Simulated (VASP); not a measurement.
AlN, 2 atoms in the cell. The structure is tetragonal, space group I4/mmm (No. 139). Conventional cell: a = 2.825 Å, b = 2.825 Å, c = 3.956 Å, α = 90.00°, β = 90.00°, γ = 90.00°. Al (site symmetry 4/mmm) has 6 N at 1.98 to 2.00 Å within 2.6 Å. N (site symmetry 4/mmm) has 6 Al at 1.98 to 2.00 Å within 2.6 Å.  This cell differs from its parent crystal: equal xx and yy strain of +1 %.

- Program: VASP 6.6.1
- Task: single point
- Functional: PBE
- Potentials or basis: VASP PAW PBE potentials, release 64 (Al, N)
- Cutoff: 520 eV
- k mesh: 10 × 10 × 10
- Occupations: fermi-dirac, width 0.02 eV
- Spin: no spin polarisation
- Dipole correction: no
- Further INCAR settings: ALGO = Normal; EDIFF = 1e-06; NBANDS = 11

Potentials or basis: VASP PAW PBE potentials, release 64 (Al, N).

Launch:

```sh
$ cat potpaw_PBE.64/Al/POTCAR potpaw_PBE.64/N/POTCAR > POTCAR
$ mpirun -np 1 vasp_std > vasp.out
```

Hardware: 1 thread of Intel Xeon 8259CL (shared host).

**Question.** How long does it take, and how much memory?

**Answer.** Wall time 18 s on 1 thread of Intel Xeon 8259CL (shared host), peak memory 0.14 GiB. Counts: scf iterations 12, k points 102.
